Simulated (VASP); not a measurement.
A run of VASP 6.6.1:

Contents of INCAR:

```
SYSTEM = Si4HC4
ALGO = Normal
DIPOL = 0.5 0.5 0.482
EDIFF = 1E-6
ENCUT = 520
GGA = PS
GGA_COMPAT = .False.
IDIPOL = 3
ISIF = 2
ISMEAR = 0
ISPIN = 2
LASPH = .True.
LCHARG = .False.
LDIPOL = .True.
LORBIT = 11
LREAL = .False.
LWAVE = .False.
MAGMOM = 0 0 0 0 0 0 0 0 1
NBANDS = 30
NELM = 200
NELMDL = -8
PREC = Accurate
SIGMA = 0.05
```

The input KPOINTS:

```
k-points
0
Gamma
  9 9 1
  0 0 0
```

File POSCAR:

```
Si4HC4
1.0
    3.0806203182      0.0000000000      0.0000000000
    0.0000000000      3.0806203182      0.0000000000
    0.0000000000      0.0000000000     26.6241463104
C Si H
4 4 1
Direct
    0.0000000000      0.5000000000      0.3192590629
    0.5000000000      0.0000000000      0.4010768042
    0.0000000000      0.5000000000      0.4837235497
    0.5000000000      0.0000000000      0.5657216542
    0.5000000000      0.5000000000      0.3601679335
    0.0000000000      0.0000000000      0.4419856749
    0.5000000000      0.5000000000      0.5236740494
    0.0000000000      0.0000000000      0.6064145424
    0.0000000000      0.5000000000      0.6358846632
```

Potentials or basis: VASP PAW PBE potentials, release 64 (C, Si, H).

Run with:

```console
$ cat potpaw_PBE.64/C/POTCAR potpaw_PBE.64/Si/POTCAR potpaw_PBE.64/H/POTCAR > POTCAR
$ mpirun -np 1 vasp_std > vasp.out
```

Hardware: 1 thread of Intel(R) Xeon(R) 6975P-C (Granite Rapids), with other jobs on the host.

**Question.** Estimate the wall time of this run.

**Answer.** Wall time 8.1 min on 1 thread of Intel(R) Xeon(R) 6975P-C (Granite Rapids), with other jobs on the host, peak memory 0.6 GiB. Counts: scf iterations 42, k points 25.
